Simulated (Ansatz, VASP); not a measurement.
Two plane-wave programs on ZnO

```
CELL_PARAMETERS angstrom
3.29051 0.00000 0.00000
-1.64525 2.84966 0.00000
0.00000 0.00000 5.02823
ATOMIC_POSITIONS crystal
Zn 0.33333 0.66667 0.00158
Zn 0.66667 0.33333 0.50158
O 0.33333 0.66667 0.38052
O 0.66667 0.33333 0.88052
```

Alike in both runs: task single point; functional PBEsol; k mesh 9 × 9 × 6; occupations gaussian, width 0.05 eV; no spin polarisation.

|  | VASP | Ansatz |
| --- | --- | --- |
| version | VASP 6.6.1 | Ansatz 0.2.0 |
| potentials or method | VASP PAW PBE potentials, release 64 (Zn, O), cutoff 520 eV | scalar-relativistic, plane waves, PAW |
| valence electrons in the cell | 36 | 36 |

Ansatz gave:

| Item | Value |
| --- | --- |
| gap on the k mesh at the Fermi level (eV) | 0.75 |
| least direct gap on the mesh (eV) | 0.75 |
| pressure (GPa) | 0.6 |
| traceless stress, the component that is largest in VASP (GPa) | 8.85 |
| rms of the force components (eV/Å) | 0.339 |

What did VASP give for the same quantities?

gap on the k mesh at the Fermi level (eV): 0.73; least direct gap on the mesh (eV): 0.73; pressure (GPa): 1.2; traceless stress, the component that is largest in VASP (GPa): 9.16; rms of the force components (eV/Å): 0.357.

VASP's potentials were made for PBE, not for PBEsol, and Ansatz warns of the same on its side. Atom by atom the forces differ by 0.018 eV/Å (rms over components).
